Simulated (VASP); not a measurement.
Here is a VASP 6.6.1 calculation.

INCAR

```
SYSTEM = ScSi4O
PREC = Accurate
ENCUT = 600
EDIFF = 1E-6
ISMEAR = 0
SIGMA = 0.1
LREAL = .False.
LASPH = .True.
NELM = 80
ALGO = Normal
ISIF = 3
LWAVE = .False.
LCHARG = .False.
GGA = PE
IBRION = 2
NSW = 90
EDIFFG = -0.04
```

Contents of KPOINTS:

```
regular mesh
0
Gamma
  4 4 4
  0 0 0
```

Contents of POSCAR:

```
ScSi4O
1.0
    4.4758295600      0.0000000000      0.0000000000
    0.0000000000      4.4758295600      0.0000000000
    0.0000000000      0.0000000000      4.9267207000
Sc Si O
1 4 1
Direct
    0.0000000000      0.0000000000      0.5000000000
    0.0000000000      0.5000000000      0.5000000000
    0.5000000000      0.0000000000      0.5000000000
    0.0000000000      0.5000000000      0.0000000000
    0.5000000000      0.0000000000      0.0000000000
    0.5000000000      0.5000000000      0.5000000000
```

Potentials or basis: VASP PAW PBE potentials, release 64 (Sc_sv, Si, O).

Launch:

```bash
$ cat potpaw_PBE.64/Sc_sv/POTCAR potpaw_PBE.64/Si/POTCAR potpaw_PBE.64/O/POTCAR > POTCAR
$ mpirun -np 1 vasp_std > vasp.out
```

Problem. What does it give for the band gap on the k mesh?

Solution. Zero (an odd number of electrons rules out a gap without spin polarisation).

Problem. Predict the relaxed volume.

Solution. 19.11 Å³/atom.

Problem. Predict the relaxed cell.

Solution. a = 4.939 Å, b = 4.939 Å, c = 4.702 Å, α = 90.00°, β = 90.00°, γ = 90.00°.

Stress tensor (GPa, compression positive):
```
-0.16  0.00  0.00
 0.00 -0.16  0.00
 0.00  0.00  0.08
```

Caveat: the volume moved by over 15 % at a fixed basis, so the end points are rough; an odd number of electrons without spin polarisation forces a metal; a magnetic or distorted state may lie lower.
